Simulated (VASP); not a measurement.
Write the native input for VASP 6.6.1 that does the following.

```
Task                   : single point
Functional             : PBE
Potentials or basis    : VASP PAW PBE potentials, release 64 (Ti_sv, Al)
Cutoff                 : 520 eV
k mesh                 : 8 × 8 × 8
Occupations            : fermi-dirac, width 0.05 eV
Spin                   : no spin polarisation
Dipole correction      : no
Further INCAR settings : ALGO = Normal; EDIFF = 1e-06; NBANDS = 18
```

The structure of TiAl3 lies in POSCAR:

```
TiAl3
1.0
   -1.8728846359      1.8728846359      4.2806687947
    1.8728846359     -1.8728846359      4.2806687947
    1.8728846359      1.8728846359     -4.2806687947
Ti Al
1 3
Direct
    0.0000000000      0.0000000000      0.0000000000
    0.2500000000      0.7500000000      0.5000000000
    0.7500000000      0.2500000000      0.5000000000
    0.5000000000      0.5000000000      0.0000000000
```

The input as run:

INCAR

```
PREC = Accurate
ENCUT = 520
EDIFF = 1E-6
ISMEAR = -1
SIGMA = 0.05
LREAL = F
LASPH = T
NELM = 60
ALGO = Normal
ISIF = 2
LWAVE = F
LCHARG = F
GGA = PE
NBANDS = 18
```

KPOINTS

```
Automatic mesh
0
Gamma
  8 8 8
```

Potentials or basis: VASP PAW PBE potentials, release 64 (Ti_sv, Al).

Command:

```bash
$ cat potpaw_PBE.64/Ti_sv/POTCAR potpaw_PBE.64/Al/POTCAR > POTCAR
$ mpirun -np 1 vasp_std > vasp.out
```

It gave:

The pressure is 7.2 GPa and the band gap on the k mesh is zero (an odd number of electrons rules out a gap without spin polarisation).

Caveat: the cell stands under pressure.

Wall time 2.3 min on 1 thread of Intel Xeon 8259CL, on a shared host, peak memory 0.26 GiB.
